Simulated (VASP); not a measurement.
# MgO (P6_3/mmc) in VASP: notebook, part 2 of 3

VASP 6.6.1. The steps go on from the part before.

**3. Single point, PBE (volume 11.927 Å^3 an atom, c/a of the conventional cell 1.1659)**

Input file INCAR:

```
PREC     = Accurate       # precision mode
ENCUT    = 520            # plane-wave cutoff, eV
EDIFF    = 1E-6           # SCF threshold, eV
ISMEAR   = 0              # smearing method
SIGMA    = 0.05           # smearing width, eV
LREAL    = F              # projectors in reciprocal space
LASPH    = T              # aspherical terms in the spheres
NELM     = 60             # most SCF steps
ALGO     = Normal         # electronic algorithm
ISIF     = 2              # what is computed and relaxed
LWAVE    = F              # write WAVECAR
LCHARG   = T              # write CHGCAR
GGA      = PE             # functional
LELF     = T              # ELF
LVHAR    = T            
NBANDS   = 16             # bands
```

Input file KPOINTS:

```
regular mesh
0
Gamma
  9 9 6
```

Input file POSCAR:

```
MgO
1.0
    3.6152063587      0.0000000000      0.0000000000
   -1.8076031794      3.1308605466      0.0000000000
    0.0000000000      0.0000000000      4.2149690936
Mg O
2 2
Direct
    0.6666666667      0.3333333333      0.7500000000
    0.3333333333      0.6666666667      0.2500000000
    0.6666666667      0.3333333333      0.2500000000
    0.3333333333      0.6666666667      0.7500000000
```

Potentials or basis: VASP PAW PBE potentials, release 64 (Mg, O).

Command:

```
$ cat potpaw_PBE.64/Mg/POTCAR potpaw_PBE.64/O/POTCAR > POTCAR
$ mpirun -np 1 vasp_std > vasp.out
```

OUTCAR:

```text
PREC = Accurate
   ENCUT = 520
   EDIFF = 1E-6
   ISMEAR = 0
   LREAL = F
   LASPH = T
   NELM = 60
   ISIF = 2
   GGA = PE

 ion  position               nearest neighbor table
   1  0.667  0.333  0.750-   4 2.09   4 2.09   4 2.09   3 2.11   3 2.11   2 2.97   2 2.97   2 2.97
                             2 2.97   2 2.97   2 2.97
   2  0.333  0.667  0.250-   3 2.09   3 2.09   3 2.09   4 2.11   4 2.11   1 2.97   1 2.97   1 2.97
                             1 2.97   1 2.97   1 2.97
   3  0.667  0.333  0.250-   2 2.09   2 2.09   2 2.09   1 2.11   1 2.11
   4  0.333  0.667  0.750-   1 2.09   1 2.09   1 2.09   2 2.11   2 2.11

  LATTYP: Found a hexagonal cell.
 ALAT       =     3.6152063587
 C/A-ratio  =     1.1659000000

  Lattice vectors:

 A1 = (   3.6152063587,   0.0000000000,   0.0000000000)
 A2 = (  -1.8076031794,   3.1308605466,   0.0000000000)
 A3 = (   0.0000000000,   0.0000000000,   4.2149690936)

Analysis of symmetry for initial positions (statically):
=====================================================================
 Subroutine PRICEL returns:
 Original cell was already a primitive cell.

 Routine SETGRP: Setting up the symmetry group for a
 hexagonal supercell.

 Subroutine GETGRP returns: Found 24 space group operations
 (whereof 12 operations were pure point group operations)
 out of a pool of 24 trial point group operations.

The static configuration has the point symmetry D_3d.
 The point group associated with its full space group is D_6h.

Analysis of symmetry for dynamics (positions and initial velocities):
=====================================================================
 Subroutine PRICEL returns:
 Original cell was already a primitive cell.

 Routine SETGRP: Setting up the symmetry group for a
 hexagonal supercell.

 Subroutine GETGRP returns: Found 24 space group operations
 (whereof 12 operations were pure point group operations)
 out of a pool of 24 trial point group operations.

The dynamic configuration has the point symmetry D_3d.
 The point group associated with its full space group is D_6h.

 Subroutine INISYM returns: Found 24 space group operations
 (whereof 12 operations are pure point group operations),
 and found     1 'primitive' translations

----------------------------------------------------------------------------------------

                                     Primitive cell

  volume of cell :      47.7080

  direct lattice vectors                    reciprocal lattice vectors
     3.615206359  0.000000000  0.000000000     0.276609383  0.159700502  0.000000000
    -1.807603179  3.130860547  0.000000000     0.000000000  0.319401003  0.000000000
     0.000000000  0.000000000  4.214969094     0.000000000  0.000000000  0.237249664

  length of vectors
     3.615206359  3.615206359  4.214969094     0.319401003  0.319401003  0.237249664

  position of ions in fractional coordinates (direct lattice)
     0.666666667  0.333333333  0.750000000
     0.333333333  0.666666667  0.250000000
     0.666666667  0.333333333  0.250000000
     0.333333333  0.666666667  0.750000000

  ion indices of the primitive-cell ions
   primitive index   ion index
                 1           1
                 2           2
                 3           3
[... 21 lines left out ...]
     0.000000000  0.000000000  0.000000000

 Subroutine IBZKPT returns following result:
 ===========================================

 Found     48 irreducible k-points:

 Following reciprocal coordinates:
            Coordinates               Weight
  0.000000  0.000000  0.000000      1.000000
  0.111111  0.000000  0.000000      6.000000
  0.222222  0.000000  0.000000      6.000000
  0.333333  0.000000  0.000000      6.000000
  0.444444  0.000000  0.000000      6.000000
  0.111111  0.111111  0.000000      6.000000
[... 16 lines left out ...]
  0.333333  0.222222  0.166667     24.000000
  0.333333  0.333333  0.166667      4.000000
 [... further k-points ...]
   k-points           NKPTS =     48   k-points in BZ     NKDIM =     48   number of bands    NBANDS=     16
   number of dos      NEDOS =    301   number of ions     NIONS =      4
   total plane-waves  NPLWV =  25088
   dimension x,y,z NGX =    28 NGY =   28 NGZ =   32
   dimension x,y,z NGXF=    56 NGYF=   56 NGZF=   64
   ions per type =               2   2
   NGX,Y,Z   is equivalent  to a cutoff of  12.88, 12.88, 12.62 a.u.
   NGXF,Y,Z  is equivalent  to a cutoff of  25.75, 25.75, 25.24 a.u.
 SYSTEM =  unknown system
   PREC   = accura    normal or accurate (medium, high low for compatibility)
   ISTART =      0    job   : 0-new  1-cont  2-samecut
   ICHARG =      2    charge: 1-file 2-atom 10-const
   ISPIN  =      1    spin polarized calculation?
   LNONCOLLINEAR =      F non collinear calculations
   LSORBIT =      F    spin-orbit coupling
   LASPH  =      T    aspherical Exc in radial PAW
   ENCUT  =  520.0 eV  38.22 Ry    6.18 a.u.   6.72  6.72  7.84*2*pi/ulx,y,z
   NELM   =     60;   NELMIN=  2; NELMDL= -5     # of ELM steps
   EDIFF  = 0.1E-05   stopping-criterion for ELM
   LREAL  =      F    real-space projection
   EDIFFG = 0.1E-04   stopping-criterion for IOM
   NSW    =      0    number of steps for IOM
   IBRION =     -1    ionic relax: 0-MD 1-quasi-New 2-CG
   NFREE  =      0    steps in history (QN), initial steepest desc. (CG)
   ISIF   =      2    stress and relaxation
   ISYM   =      2    0-nonsym 1-usesym 2-fastsym
   POTIM  = 0.5000    time-step for ionic-motion
   TEBEG  =    0.0;   TEEND  =   0.0 temperature during run
   PSTRESS=    0.0 pullay stress
   NELECT =      16.0000    total number of electrons
   NUPDOWN=      -1.0000    fix difference up-down
   EMIN   =  10.00;   EMAX   =-10.00  energy-range for DOS
   EFERMI =   0.00;   METHOD = LEGACY
   ISMEAR =     0;   SIGMA  =   0.05  broadening in eV -4-tet -1-fermi 0-gaus
   EFERMI_NEDOS =   21; number of points for ismear=-14 and -15
   IALGO  =     38    algorithm
   IMIX   =      4    mixing-type and parameters
     AMIX     =   0.40;   BMIX     =  1.00
     AMIX_MAG =   1.60;   BMIX_MAG =  1.00
  volume/ion in A,a.u.               =      11.93        80.49
  Fermi-wavevector in a.u.,A,eV,Ry     =   1.137412  2.149397 17.601935  1.293706
  Thomas-Fermi vector in A             =   2.274117
   LORBIT       =      0    0 simple, 1 ext, 2 COOP (PROOUT), +10 PAW based schemes
   GGA     = PE    functional components
   LHFCALC =     F    Hartree Fock is set to
   AEXX    =    0.0000 exact exchange contribution
   IVDW    =     0    specifies the selected vdW correction
   LEPSILON=     F    determine dielectric tensor
   LRPA    =     F    only Hartree local field effects (RPA)
 non-spin polarized calculation
 Gauss-broadening in eV      SIGMA  =   0.05
  energy-cutoff  :      520.00
  volume of cell :       47.71
 maximum number of plane-waves:      1320
 NGX is ok and might be reduce to    28
   NGX = 13   NGY = 13   NGZ = 15

 number of electron      16.0000002 magnetization

 Free energy of the ion-electron system (eV)
  ---------------------------------------------------
  ext. energy  EPLUGINS =         0.00000000
  ---------------------------------------------------
  free energy    TOTEN  =       -23.62246240 eV

  energy without entropy =      -23.62246240  energy(sigma->0) =      -23.62246240

 E-fermi :   1.6329     XC(G=0):  -9.7106

 val. band max:        1.4387496166   @ k =   0.0000   0.0000   0.0000
 cond. band min:       4.5179548348   @ k =   0.0000   0.0000   0.0000
 fundamental gap:      3.0792052182
 Fermi energy:         1.6328751948

 k-point     1 :       0.0000    0.0000    0.0000
  band No.  band energies     occupation
      1     -15.1162      2.00000
      2     -13.8779      2.00000
      3      -1.8282      2.00000
      4      -0.1387      2.00000
      5      -0.1387      2.00000
      6       0.8106      2.00000
[... 433 lines left out ...]
      3      -1.7257      2.00000
      4      -1.1399      2.00000
      5      -1.1399      2.00000
      6       0.4221      2.00000
[... 8 lines left out ...]
     15      15.2836      0.00000
     16      17.0982      0.00000

 [... further k-points ...]
[... 5 lines left out ...]
  --------------------------------------------------------------------------------------
  -------------------------------------------------------------------------------------
  Total       -1.9897260     -1.9897260     -0.9462093      0.0000000      0.0000000     -0.0000000
  in kB      -66.8209485    -66.8209485    -31.7765397      0.0000000      0.0000000     -0.0000000
  external PRESSURE =     -55.1394789 kB  Pullay stress =       0.0000000 kB

 VOLUME and BASIS-vectors are now :
 -----------------------------------------------------------------------------
  energy-cutoff  :      520.00
  volume of cell :       47.71
      direct lattice vectors                 reciprocal lattice vectors
     3.615206359  0.000000000  0.000000000     0.276609383  0.159700502  0.000000000
    -1.807603179  3.130860547  0.000000000     0.000000000  0.319401003  0.000000000
     0.000000000  0.000000000  4.214969094     0.000000000  0.000000000  0.237249664

 POSITION                                       TOTAL-FORCE (eV/Angst)
 -----------------------------------------------------------------------------------
      1.80760      1.04362      3.16123        -0.000000      0.000000      0.000000
     -0.00000      2.08724      1.05374         0.000000     -0.000000      0.000000
      1.80760      1.04362      1.05374        -0.000000      0.000000      0.000000
     -0.00000      2.08724      3.16123         0.000000      0.000000     -0.000000
 -----------------------------------------------------------------------------------
    total drift:                               -0.000000      0.000000     -0.000000

  FREE ENERGIE OF THE ION-ELECTRON SYSTEM (eV)
  ---------------------------------------------------
  free  energy   TOTEN  =       -23.6224623994 eV

  energy  without entropy=      -23.6224623994  energy(sigma->0) =      -23.62246240
```

Run time: 37 s. Hardware: 1 thread of Intel Xeon Platinum 8259CL at 2.50GHz (Skylake/Cascade Lake), shared host; peak memory 0.18 GiB.

What came out:

```
Free energy            : -23.6225 eV
Pressure               : -5.5 GPa
Band gap on the k mesh : 3.08 eV, direct
```

Stress tensor (GPa, compression positive):
```
-6.68  0.00  0.00
 0.00 -6.68  0.00
 0.00  0.00 -3.18
```

**4. Single point, PBE (volume 12.109 Å^3 an atom, c/a of the conventional cell 1.2039)**

Input file INCAR:

```
PREC = Accurate
ENCUT = 520
EDIFF = 1E-7
ISMEAR = 0
SIGMA = 0.05
LREAL = F
LASPH = T
NELM = 80
ALGO = Normal
ISIF = 2
LWAVE = F
LCHARG = F
GGA = PE
NBANDS = 16
```

Input file KPOINTS:

```
Automatic mesh
0
Gamma
  9 9 6
```

Input file POSCAR:

```
MgO
1.0
    3.5948438730      0.0000000000      0.0000000000
   -1.7974219365      3.1132261167      0.0000000000
    0.0000000000      0.0000000000      4.3279035341
Mg O
2 2
Direct
    0.6666666667      0.3333333333      0.7500000000
    0.3333333333      0.6666666667      0.2500000000
    0.6666666667      0.3333333333      0.2500000000
    0.3333333333      0.6666666667      0.7500000000
```

Command:

```
$ cat potpaw_PBE.64/Mg/POTCAR potpaw_PBE.64/O/POTCAR > POTCAR
$ mpirun -np 1 vasp_std > vasp.out
```

It took 35 s on 1 thread of Intel Xeon Platinum 8259CL at 2.50GHz (Skylake/Cascade Lake), shared host; peak memory 0.18 GiB.

The run converged. Its results:

| Quantity | Value |
| --- | --- |
| Free energy | -23.6027 eV |
| Pressure | -7.4 GPa |
| Band gap on the k mesh | 2.95 eV, direct |

Stress tensor (GPa, compression positive):
```
-7.20  0.00  0.00
 0.00 -7.20  0.00
 0.00  0.00 -7.67
```

Levels at points of the mesh, in eV from the valence-band top:
```tsv
k point	band 6	band 7	band 8	band 9	band 10	band 11
(0.00, 0.00, 0.00)	-0.70	-0.70	0.00	2.95	8.68	11.45
(0.00, 0.00, 0.50)	-1.14	-1.14	-1.14	5.94	5.94	12.28
```

[end of part 2 of 3]
